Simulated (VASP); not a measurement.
Wanted: the native input for a VASP 6.6.1 run.

```yaml
Task: single point
Functional: PBEsol
Dispersion: D4
Potentials_or_basis: VASP PAW PBE potentials, release 64 (Zn, S)
Cutoff: 520 eV
k_mesh: 9 × 9 × 9
Occupations: fermi-dirac, width 0.05 eV
Spin: no spin polarisation
Dipole_correction: no
Further_INCAR_settings: ALGO = Normal; EDIFF = 1e-07; NBANDS = 16
```

The structure of ZnS lies in POSCAR:

```
ZnS
1.0
    0.0000000000      2.6622437997      2.6622437997
    2.6622437997      0.0000000000      2.6622437997
    2.6622437997      2.6622437997      0.0000000000
Zn S
1 1
Direct
    0.7500000000      0.7500000000      0.7500000000
    0.0000000000      0.0000000000      0.0000000000
```

The input as run:

INCAR

```
SYSTEM = ZnS
PREC = Accurate
ENCUT = 520
EDIFF = 1E-7
ISMEAR = -1
SIGMA = 0.05
LREAL = .False.
LASPH = .True.
NELM = 100
ALGO = Normal
ISIF = 2
LWAVE = .False.
LCHARG = .False.
GGA = PS
IVDW = 13
NBANDS = 16
```

KPOINTS

```
Automatic mesh
0
Gamma
  9 9 9
  0 0 0
```

Potentials or basis: VASP PAW PBE potentials, release 64 (Zn, S).

The run is started by

```console
$ cat potpaw_PBE.64/Zn/POTCAR potpaw_PBE.64/S/POTCAR > POTCAR
$ mpirun -np 1 vasp_std > vasp.out
```

It gave:

- Pressure: 0.2 GPa
- Band gap on the k mesh: 2.17 eV
- Dispersion energy per atom: -0.184 eV

Caveat: the PAW data sets were made with another functional, which shifts forces and pressure a little.

It used 59 s of CPU time on 1 thread of AMD EPYC 7R13 Processor (Zen 3) (shared host).
